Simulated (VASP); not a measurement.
A run of VASP 6.6.1:

Contents of POSCAR:

```
V
1.0
    2.6140584682      0.0000000000      0.0000000000
   -1.3070292341      2.2638410404      0.0000000000
    0.0000000000      0.0000000000      4.6864985002
V
2
Direct
    0.3333333333      0.6666666667      0.2500000000
    0.6666666667      0.3333333333      0.7500000000
```

The input INCAR.step1:

```
SYSTEM = V
PREC = Accurate
ENCUT = 520
EDIFF = 1E-6
ISMEAR = -1
SIGMA = 0.1
LREAL = .FALSE.
LASPH = .TRUE.
NELM = 80
ALGO = Normal
ISIF = 2
LWAVE = .FALSE.
LCHARG = .TRUE.
LMAXMIX = 4
GGA = PE
NBANDS = 20
```

File KPOINTS.step1:

```
regular mesh
0
G
  18 18 10
  0 0 0
```

File INCAR.step2:

```
SYSTEM = V
PREC = Accurate
ENCUT = 520
EDIFF = 1E-6
ISMEAR = -5
SIGMA = 0.1
LREAL = .FALSE.
LASPH = .TRUE.
NELM = 80
ALGO = Normal
ISIF = 2
LWAVE = .FALSE.
LCHARG = .FALSE.
LMAXMIX = 4
GGA = PE
LORBIT = 11
NEDOS = 2001
ICHARG = 11
```

The input KPOINTS.step2:

```
regular mesh
0
G
  27 27 15
  0 0 0
```

Potentials or basis: VASP PAW PBE potentials, release 64 (V_sv).

Launch:

```bash
$ cat potpaw_PBE.64/V_sv/POTCAR > POTCAR
$ cp INCAR.step1 INCAR
$ cp KPOINTS.step1 KPOINTS
$ mpirun -np 1 vasp_std > vasp.out
$ cp INCAR.step2 INCAR
$ cp KPOINTS.step2 KPOINTS
$ mpirun -np 1 vasp_std > vasp.out
```

Hardware: 1 thread of Intel(R) Xeon(R) Platinum 8259CL CPU @ 2.50GHz (Skylake/Cascade Lake), on a shared host.

Q: Estimate the wall time of this run.

A: It took 2.9 min on 1 thread of Intel(R) Xeon(R) Platinum 8259CL CPU @ 2.50GHz (Skylake/Cascade Lake), on a shared host, peak memory 0.36 GiB. Counts: k points 600.
